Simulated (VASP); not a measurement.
Write the native input for VASP 6.6.1 that does the following.

| Property | Result |
| --- | --- |
| Task | single point |
| Functional | PBE |
| Potentials or basis | VASP PAW PBE potentials, release 64 (Li_sv, Nb_sv, O) |
| Cutoff | 520 eV |
| k mesh | 6 × 6 × 6 |
| Occupations | gaussian, width 0.05 eV |
| Spin | no spin polarisation |
| Dipole correction | no |
| Further INCAR settings | ALGO = Normal; EDIFF = 1e-06; NBANDS = 45 |

The structure of LiNbO3 lies in POSCAR:

```
LiNbO3
1.0
    2.6087938951      1.5061878576      4.6967250600
   -2.6087938951      1.5061878576      4.6967250600
    0.0000000000     -3.0123757152      4.6967250600
Li Nb O
2 2 6
Direct
    0.2815913687      0.2815913687      0.2815913687
    0.7815913687      0.7815913687      0.7815913687
    0.0004900497      0.0004900497      0.0004900497
    0.5004900497      0.5004900497      0.5004900497
    0.1104619503      0.3580262714      0.7211003599
    0.7211003599      0.1104619503      0.3580262714
    0.3580262714      0.7211003599      0.1104619503
    0.2211003599      0.8580262714      0.6104619503
    0.8580262714      0.6104619503      0.2211003599
    0.6104619503      0.2211003599      0.8580262714
```

This cell differs from its parent crystal: volume 11.073 Å^3 an atom, c/a of the conventional cell 2.7005.

These files were run (other wordings do the same):

INCAR

```
PREC = Accurate
ENCUT = 520
EDIFF = 1E-6
ISMEAR = 0
SIGMA = 0.05
LREAL = F
LASPH = T
NELM = 80
ALGO = Normal
ISIF = 2
LWAVE = F
LCHARG = F
GGA = PE
NBANDS = 45
```

KPOINTS

```
regular mesh
0
Gamma
  6 6 6
```

Potentials or basis: VASP PAW PBE potentials, release 64 (Li_sv, Nb_sv, O).

Launch:

```console
$ cat potpaw_PBE.64/Li_sv/POTCAR potpaw_PBE.64/Nb_sv/POTCAR potpaw_PBE.64/O/POTCAR > POTCAR
$ mpirun -np 1 vasp_std > vasp.out
```

Results of the run:

```yaml
Largest_force: 0.205 eV/Å
Band_gap_on_the_k_mesh: 3.49 eV, indirect (least direct gap 3.51 eV)
```

Run time: 94 s on 1 thread of Intel(R) Xeon(R) 6975P-C (Granite Rapids), with other jobs on the host, peak memory 0.32 GiB.
